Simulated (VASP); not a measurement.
# Mn in VASP: further runs

Mn is run at these levels: PBEsol; tasks: single point, relaxation of cell and atoms.

All numbers are computed with VASP 6.6.1; they aren't measurements. Logs are shortened: lines on timing, memory, paths and dates and some standing lists are left out, and cuts for length are marked.

### 1 The cell of the first run

Symmetry: Im-3m, No. 229, cubic system. The conventional cell has a = 2.749 Å, b = 2.749 Å, c = 2.749 Å, α = 90.00°, β = 90.00°, γ = 90.00°. Mn (site symmetry m-3m) has 14 Mn at 2.38 to 2.75 Å within 3.1 Å.

### 2 Single point, PBEsol

Contents of INCAR:

```
ALGO = Fast
EDIFF = 1E-7
ENCUT = 520
GGA = PS
ISIF = 2
ISMEAR = 0
LASPH = True
LCHARG = False
LREAL = False
LWAVE = False
NBANDS = 12
NELM = 100
PREC = Accurate
SIGMA = 0.1
```

Contents of KPOINTS:

```
k-points
0
Gamma
  28 28 28
```

Contents of POSCAR:

```
Mn
1.0
   -1.3744546688      1.3744546688      1.3744546688
    1.3744546688     -1.3744546688      1.3744546688
    1.3744546688      1.3744546688     -1.3744546688
Mn
1
Direct
    0.0000000000      0.0000000000      0.0000000000
```

Potentials or basis: VASP PAW PBE potentials, release 64 (Mn_pv).

On the command line:

```bash
$ cat potpaw_PBE.64/Mn_pv/POTCAR > POTCAR
$ mpirun -np 1 vasp_std > vasp.out
```

OUTCAR:

```text
EDIFF = 1E-7
   ENCUT = 520
   GGA = PS
   ISIF = 2
   ISMEAR = 0
   LASPH = True
   LREAL = False
   NELM = 100
   PREC = Accurate

 ion  position               nearest neighbor table
   1  0.000  0.000  0.000-

  LATTYP: Found a body centered cubic cell.
 ALAT       =     2.7489093376

  Lattice vectors:

 A1 = (  -1.3744546688,   1.3744546688,   1.3744546688)
 A2 = (   1.3744546688,  -1.3744546688,   1.3744546688)
 A3 = (   1.3744546688,   1.3744546688,  -1.3744546688)

Analysis of symmetry for initial positions (statically):
=====================================================================
 Subroutine PRICEL returns:
 Original cell was already a primitive cell.

 Routine SETGRP: Setting up the symmetry group for a
 body centered cubic supercell.

 Subroutine GETGRP returns: Found 48 space group operations
 (whereof 48 operations were pure point group operations)
 out of a pool of 48 trial point group operations.

The static configuration has the point symmetry O_h .

Analysis of symmetry for dynamics (positions and initial velocities):
=====================================================================
 Subroutine PRICEL returns:
 Original cell was already a primitive cell.

 Routine SETGRP: Setting up the symmetry group for a
 body centered cubic supercell.

 Subroutine GETGRP returns: Found 48 space group operations
 (whereof 48 operations were pure point group operations)
 out of a pool of 48 trial point group operations.

The dynamic configuration has the point symmetry O_h .

 Subroutine INISYM returns: Found 48 space group operations
 (whereof 48 operations are pure point group operations),
 and found     1 'primitive' translations

----------------------------------------------------------------------------------------

                                     Primitive cell

  volume of cell :      10.3861

  direct lattice vectors                    reciprocal lattice vectors
    -1.374454669  1.374454669  1.374454669     0.000000000  0.363780641  0.363780641
     1.374454669 -1.374454669  1.374454669     0.363780641  0.000000000  0.363780641
     1.374454669  1.374454669 -1.374454669     0.363780641  0.363780641  0.000000000

  length of vectors
     2.380625319  2.380625319  2.380625319     0.514463516  0.514463516  0.514463516

  position of ions in fractional coordinates (direct lattice)
     0.000000000  0.000000000  0.000000000
[... 77 lines left out ...]
   LREAL  =      F    real-space projection
   EDIFFG = 0.1E-05   stopping-criterion for IOM
   NSW    =      0    number of steps for IOM
   IBRION =     -1    ionic relax: 0-MD 1-quasi-New 2-CG
   NFREE  =      0    steps in history (QN), initial steepest desc. (CG)
   ISIF   =      2    stress and relaxation
   ISYM   =      2    0-nonsym 1-usesym 2-fastsym
   POTIM  = 0.5000    time-step for ionic-motion
   TEBEG  =    0.0;   TEEND  =   0.0 temperature during run
   PSTRESS=    0.0 pullay stress
   NELECT =      13.0000    total number of electrons
   NUPDOWN=      -1.0000    fix difference up-down
   EMIN   =  10.00;   EMAX   =-10.00  energy-range for DOS
   EFERMI =   0.00;   METHOD = LEGACY
   ISMEAR =     0;   SIGMA  =   0.10  broadening in eV -4-tet -1-fermi 0-gaus
   EFERMI_NEDOS =   21; number of points for ismear=-14 and -15
   IALGO  =     68    algorithm
   IMIX   =      4    mixing-type and parameters
     AMIX     =   0.40;   BMIX     =  1.00
     AMIX_MAG =   1.60;   BMIX_MAG =  1.00
  volume/ion in A,a.u.               =      10.39        70.09
  Fermi-wavevector in a.u.,A,eV,Ry     =   1.764299  3.334042 42.351550  3.112751
  Thomas-Fermi vector in A             =   2.832305
   LORBIT       =      0    0 simple, 1 ext, 2 COOP (PROOUT), +10 PAW based schemes
   GGA     = PS    functional components
   LHFCALC =     F    Hartree Fock is set to
   AEXX    =    0.0000 exact exchange contribution
   IVDW    =     0    specifies the selected vdW correction
   LEPSILON=     F    determine dielectric tensor
   LRPA    =     F    only Hartree local field effects (RPA)
 non-spin polarized calculation
 RMM-DIIS sequential band-by-band and
 Gauss-broadening in eV      SIGMA  =   0.10
  energy-cutoff  :      520.00
  volume of cell :       10.39
 maximum number of plane-waves:       321
 NGX is ok and might be reduce to    18
   NGX =  9   NGY =  9   NGZ =  9

 number of electron      12.9999978 magnetization

 Free energy of the ion-electron system (eV)
  ---------------------------------------------------
  ext. energy  EPLUGINS =         0.00000000
  ---------------------------------------------------
  free energy    TOTEN  =        -9.59197421 eV

  energy without entropy =       -9.58112495  energy(sigma->0) =       -9.58654958

 E-fermi :  11.1901     XC(G=0): -14.4020

 val. band max:       11.1887300611   @ k =   0.1786   0.0000   0.0000
 cond. band min:      11.1904197202   @ k =  -0.2857   0.5000   0.0714
 fundamental gap:      0.0016896591
 Fermi energy:        11.1900521088

 k-point     1 :       0.0000    0.0000    0.0000
  band No.  band energies     occupation
      1     -36.6615      2.00000
      2     -36.6615      2.00000
      3     -36.6615      2.00000
      4       2.3414      2.00000
      5       9.5157      2.00000
      6       9.5157      2.00000
      7       9.5157      2.00000
      8      11.5132      0.00000
      9      11.5132      0.00000
     10      35.1857      0.00000
     11      35.1857      0.00000
     12      35.1857      0.00000
[... 331 lines left out ...]
 k-point    24 :       0.3214    0.0357    0.0000
  band No.  band energies     occupation
      1     -37.3267      2.00000
      2     -36.8737      2.00000
      3     -36.6695      2.00000
      4       5.8174      2.00000
      5       8.3154      2.00000
      6       9.6606      2.00000
      7      11.3605      0.01593
      8      11.7506      0.00000
      9      12.2771      0.00000
     10      24.9031      0.00000
     11      30.6610      0.00000
     12      35.1058      0.00000

 [... further k-points ...]
[... 5 lines left out ...]
  --------------------------------------------------------------------------------------
  -------------------------------------------------------------------------------------
  Total       -0.0069032     -0.0069032     -0.0069032     -0.0000000      0.0000000     -0.0000000
  in kB       -1.0649097     -1.0649097     -1.0649097     -0.0000000      0.0000000     -0.0000000
  external PRESSURE =      -1.0649097 kB  Pullay stress =       0.0000000 kB

 VOLUME and BASIS-vectors are now :
 -----------------------------------------------------------------------------
  energy-cutoff  :      520.00
  volume of cell :       10.39
      direct lattice vectors                 reciprocal lattice vectors
    -1.374454669  1.374454669  1.374454669     0.000000000  0.363780641  0.363780641
     1.374454669 -1.374454669  1.374454669     0.363780641  0.000000000  0.363780641
     1.374454669  1.374454669 -1.374454669     0.363780641  0.363780641  0.000000000

 POSITION                                       TOTAL-FORCE (eV/Angst)
 -----------------------------------------------------------------------------------
      0.00000      0.00000      0.00000        -0.000000      0.000000      0.000000
 -----------------------------------------------------------------------------------
    total drift:                                0.000000      0.000000      0.000000

  FREE ENERGIE OF THE ION-ELECTRON SYSTEM (eV)
  ---------------------------------------------------
  free  energy   TOTEN  =        -9.5919742134 eV

  energy  without entropy=       -9.5811249529  energy(sigma->0) =       -9.58654958
```

OSZICAR:

```text
N       E                     dE             d eps       ncg     rms          rms(c)
DAV:   1     0.778770851916E+02    0.77877E+02   -0.76953E+03 15160   0.140E+03
DAV:   2    -0.100891086300E+02   -0.87966E+02   -0.84556E+02 15336   0.317E+02
DAV:   3    -0.114385011540E+02   -0.13494E+01   -0.13441E+01 16176   0.460E+01
DAV:   4    -0.114462815956E+02   -0.77804E-02   -0.77801E-02 16360   0.339E+00
DAV:   5    -0.114463757335E+02   -0.94138E-04   -0.94139E-04 16184   0.370E-01    0.149E+01
RMM:   6    -0.964645157606E+01    0.17999E+01   -0.43190E+00 17258   0.264E+01    0.168E+00
RMM:   7    -0.960621045237E+01    0.40241E-01   -0.82616E-02 17966   0.401E+00    0.899E-01
RMM:   8    -0.959261089214E+01    0.13600E-01   -0.97117E-03 17362   0.132E+00    0.271E-01
RMM:   9    -0.959195971746E+01    0.65117E-03   -0.25528E-03 17797   0.732E-01    0.298E-02
RMM:  10    -0.959197671814E+01   -0.17001E-04   -0.27240E-04 19658   0.236E-01    0.236E-02
RMM:  11    -0.959196956627E+01    0.71519E-05   -0.25029E-05 18965   0.699E-02    0.100E-02
RMM:  12    -0.959197407967E+01   -0.45134E-05   -0.77850E-06 20026   0.362E-02    0.551E-03
RMM:  13    -0.959197416539E+01   -0.85724E-07   -0.12519E-06 16121   0.130E-02    0.719E-03
RMM:  14    -0.959197421344E+01   -0.48050E-07   -0.24125E-07 12381   0.634E-03
   1 F= -.95919742E+01 E0= -.95865496E+01  d E =-.108493E-01
```

Run time: 46 s. Hardware: 1 thread of Intel Xeon 6975P-C (Granite Rapids), shared host; peak memory 0.19 GiB.

What came out:

```
Free energy : -9.5920 eV
Pressure    : -0.1 GPa
```

Levels at points of the mesh, in eV from the Fermi level:
| k point | band 4 | band 5 | band 6 | band 7 | band 8 | band 9 |
| --- | --- | --- | --- | --- | --- | --- |
| (0.00, 0.00, 0.00) | -8.85 | -1.67 | -1.67 | -1.67 | 0.32 | 0.32 |
| (0.50, 0.00, 0.00) | -5.20 | -3.21 | 0.33 | 0.64 | 0.68 | 2.05 |
| (0.50, 0.50, 0.50) | -5.08 | -5.08 | 1.66 | 1.66 | 1.66 | 10.85 |

Caveat: the PAW data sets were made with another functional, which shifts forces and pressure a little; the run has no spin polarisation, though such a crystal can be magnetic.

### 3 Relaxation of cell and atoms, PBEsol

This run uses another cell than the first one, of 10.37 Å³/atom, 0.998 times its volume.

Contents of INCAR:

```
SYSTEM = Mn
ALGO = Fast ; EDIFF = 1E-6
EDIFFG = -0.01 ; ENCUT = 600
GGA = PS ; IBRION = 2
ISIF = 3 ; ISMEAR = 0
LASPH = .True. ; LCHARG = .False.
LREAL = .False. ; LWAVE = .False.
NELM = 100 ; NSW = 100
PREC = Accurate ; SIGMA = 0.1
```

Contents of KPOINTS:

```
k-points
0
Gamma
  28 28 28
  0 0 0
```

Contents of POSCAR:

```
Mn
1.0
   -1.3735263617      1.3735263617      1.3735263617
    1.3735263617     -1.3735263617      1.3735263617
    1.3735263617      1.3735263617     -1.3735263617
Mn
1
Direct
    0.0000000000      0.0000000000      0.0000000000
```

Potentials or basis: VASP PAW PBE potentials, release 64 (Mn_pv).

On the command line:

```bash
$ cat potpaw_PBE.64/Mn_pv/POTCAR > POTCAR
$ mpirun -np 1 vasp_std > vasp.out
```

OUTCAR:

```text
SYSTEM = Mn
   EDIFF = 1E-6
   EDIFFG = -0.01
   ENCUT = 600
   GGA = PS
   IBRION = 2
   ISIF = 3
   ISMEAR = 0
   LASPH = .True.
   LREAL = .False.
   NELM = 100
   NSW = 100
   PREC = Accurate

 ion  position               nearest neighbor table
   1  0.000  0.000  0.000-

  LATTYP: Found a body centered cubic cell.
 ALAT       =     2.7470527234

  Lattice vectors:

 A1 = (  -1.3735263617,   1.3735263617,   1.3735263617)
 A2 = (   1.3735263617,  -1.3735263617,   1.3735263617)
 A3 = (   1.3735263617,   1.3735263617,  -1.3735263617)

Analysis of symmetry for initial positions (statically):
=====================================================================
 Subroutine PRICEL returns:
 Original cell was already a primitive cell.

 Routine SETGRP: Setting up the symmetry group for a
 body centered cubic supercell.

 Subroutine GETGRP returns: Found 48 space group operations
 (whereof 48 operations were pure point group operations)
 out of a pool of 48 trial point group operations.

The static configuration has the point symmetry O_h .

Analysis of symmetry for dynamics (positions and initial velocities):
=====================================================================
 Subroutine PRICEL returns:
 Original cell was already a primitive cell.

 Routine SETGRP: Setting up the symmetry group for a
 body centered cubic supercell.

 Subroutine GETGRP returns: Found 48 space group operations
 (whereof 48 operations were pure point group operations)
 out of a pool of 48 trial point group operations.

The dynamic configuration has the point symmetry O_h .

 Subroutine INISYM returns: Found 48 space group operations
 (whereof 48 operations are pure point group operations),
 and found     1 'primitive' translations

----------------------------------------------------------------------------------------

                                     Primitive cell

  volume of cell :      10.3650

[... 107 lines left out ...]
  volume/ion in A,a.u.               =      10.37        69.95
  Fermi-wavevector in a.u.,A,eV,Ry     =   1.765491  3.336295 42.408816  3.116960
  Thomas-Fermi vector in A             =   2.833262
   LORBIT       =      0    0 simple, 1 ext, 2 COOP (PROOUT), +10 PAW based schemes
   GGA     = PS    functional components
   LHFCALC =     F    Hartree Fock is set to
   AEXX    =    0.0000 exact exchange contribution
   IVDW    =     0    specifies the selected vdW correction
   LEPSILON=     F    determine dielectric tensor
   LRPA    =     F    only Hartree local field effects (RPA)
 conjugate gradient relaxation of ions
 non-spin polarized calculation
 RMM-DIIS sequential band-by-band and
 Gauss-broadening in eV      SIGMA  =   0.10
  energy-cutoff  :      600.00
  volume of cell :       10.37
 maximum number of plane-waves:       370
   NGX =  9   NGY =  9   NGZ =  9

 number of electron      12.9999990 magnetization

 Free energy of the ion-electron system (eV)
  ---------------------------------------------------
  ext. energy  EPLUGINS =         0.00000000
  ---------------------------------------------------
  free energy    TOTEN  =        -9.59183856 eV

  energy without entropy =       -9.58102189  energy(sigma->0) =       -9.58643023

 E-fermi :  11.2212     XC(G=0): -14.4146

 val. band max:       11.2197080135   @ k =   0.1786   0.0000   0.0000
 cond. band min:      11.2215768700   @ k =  -0.2857   0.5000   0.0714
 fundamental gap:      0.0018688565
 Fermi energy:        11.2212364250

 k-point     1 :       0.0000    0.0000    0.0000
  band No.  band energies     occupation
      1     -36.6297      2.00000
      2     -36.6297      2.00000
      3     -36.6297      2.00000
      4       2.3619      2.00000
      5       9.5421      2.00000
      6       9.5421      2.00000
      7       9.5421      2.00000
      8      11.5451      0.00000
      9      11.5451      0.00000
     10      35.2326      0.00000
[... 287 lines left out ...]
 k-point    24 :       0.3214    0.0357    0.0000
  band No.  band energies     occupation
      1     -37.2993      2.00000
      2     -36.8431      2.00000
      3     -36.6377      2.00000
      4       5.8389      2.00000
      5       8.3381      2.00000
      6       9.6893      2.00000
      7      11.3923      0.01555
      8      11.7835      0.00000
      9      12.3116      0.00000
     10      24.9586      0.00000

 [... further k-points ...]
[... 5 lines left out ...]
  --------------------------------------------------------------------------------------
  -------------------------------------------------------------------------------------
  Total        0.0044930      0.0044930      0.0044930      0.0000000     -0.0000000      0.0000000
  in kB        0.6945019      0.6945019      0.6945019      0.0000000     -0.0000000      0.0000000
  external PRESSURE =       0.6945019 kB  Pullay stress =       0.0000000 kB

 VOLUME and BASIS-vectors are now :
 -----------------------------------------------------------------------------
  energy-cutoff  :      600.00
  volume of cell :       10.37
      direct lattice vectors                 reciprocal lattice vectors
    -1.373526362  1.373526362  1.373526362     0.000000000  0.364026504  0.364026504
     1.373526362 -1.373526362  1.373526362     0.364026504  0.000000000  0.364026504
     1.373526362  1.373526362 -1.373526362     0.364026504  0.364026504  0.000000000

 POSITION                                       TOTAL-FORCE (eV/Angst)
 -----------------------------------------------------------------------------------
      0.00000      0.00000      0.00000        -0.000000     -0.000000      0.000000
 -----------------------------------------------------------------------------------
    total drift:                                0.000000      0.000000      0.000000

  FREE ENERGIE OF THE ION-ELECTRON SYSTEM (eV)
  ---------------------------------------------------
  free  energy   TOTEN  =        -9.5918385619 eV

  energy  without entropy=       -9.5810218903  energy(sigma->0) =       -9.58643023

 reached required accuracy - stopping structural energy minimisation
```

OSZICAR:

```text
N       E                     dE             d eps       ncg     rms          rms(c)
DAV:   1     0.773310857806E+02    0.77331E+02   -0.88389E+03 12530   0.185E+03
DAV:   2    -0.102178448937E+02   -0.87549E+02   -0.84844E+02 12532   0.359E+02
DAV:   3    -0.114348665130E+02   -0.12170E+01   -0.12043E+01 13162   0.526E+01
DAV:   4    -0.114436077576E+02   -0.87412E-02   -0.87407E-02 13446   0.436E+00
DAV:   5    -0.114437484840E+02   -0.14073E-03   -0.14072E-03 13412   0.550E-01    0.149E+01
RMM:   6    -0.963371590118E+01    0.18100E+01   -0.72562E+00 12496   0.394E+01    0.164E+00
RMM:   7    -0.960394079114E+01    0.29775E-01   -0.22710E-01 12643   0.711E+00    0.878E-01
RMM:   8    -0.959253353602E+01    0.11407E-01   -0.26490E-02 12742   0.194E+00    0.287E-01
RMM:   9    -0.959179607361E+01    0.73746E-03   -0.53785E-03 12536   0.123E+00    0.339E-02
RMM:  10    -0.959184142297E+01   -0.45349E-04   -0.50048E-04 13849   0.369E-01    0.211E-02
RMM:  11    -0.959183589624E+01    0.55267E-05   -0.31143E-05 12915   0.921E-02    0.420E-03
RMM:  12    -0.959183789034E+01   -0.19941E-05   -0.64233E-06  9067   0.402E-02    0.371E-03
RMM:  13    -0.959183856186E+01   -0.67152E-06   -0.16318E-06  7285   0.222E-02
   1 F= -.95918386E+01 E0= -.95864302E+01  d E =-.959184E+01
```

CONTCAR:

```text
Mn
   1.00000000000000
    -1.3735263617000000    1.3735263617000000    1.3735263617000000
     1.3735263617000000   -1.3735263617000000    1.3735263617000000
     1.3735263617000000    1.3735263617000000   -1.3735263617000000
  Mn
     1
Direct
     0.0000000000000000    0.0000000000000000    0.0000000000000000

  0.00000000E+00  0.00000000E+00  0.00000000E+00
```

It took 52 s on 1 thread of Intel Xeon 6975P-C, shared host; peak memory 0.2 GiB.

Results:

| Quantity | Value |
| --- | --- |
| Free energy | -9.5918 eV |
| Pressure after relaxing | 0.1 GPa |

Final structure:
```yaml
crystal:
  lattice:
    - [-1.37353, 1.37353, 1.37353]
    - [1.37353, -1.37353, 1.37353]
    - [1.37353, 1.37353, -1.37353]
  atoms:
    - { symbol: Mn, position: [0.00000, 0.00000, 0.00000] }
```

Levels at points of the mesh, in eV from the Fermi level:
```tsv
k point	band 2	band 3	band 4	band 5	band 6	band 7	band 8	band 9	band 10
(0.00, 0.00, 0.00)	-47.85	-47.85	-8.86	-1.68	-1.68	-1.68	0.32	0.32	24.01
(0.50, 0.00, 0.00)	-48.13	-47.86	-5.21	-3.22	0.34	0.65	0.68	2.05	9.68
(0.50, 0.50, 0.50)	-48.45	-48.45	-5.10	-5.10	1.67	1.67	1.67	10.87	10.87
```

Caveat: the relaxation stopped at its first step, so nothing moved; the PAW data sets were made with another functional, which shifts forces and pressure a little; the run has no spin polarisation, though such a crystal can be magnetic. Spin polarisation is off, so any magnetic state and its effect on volume and gap are missing.

(Part 1 of 2 ends here.)
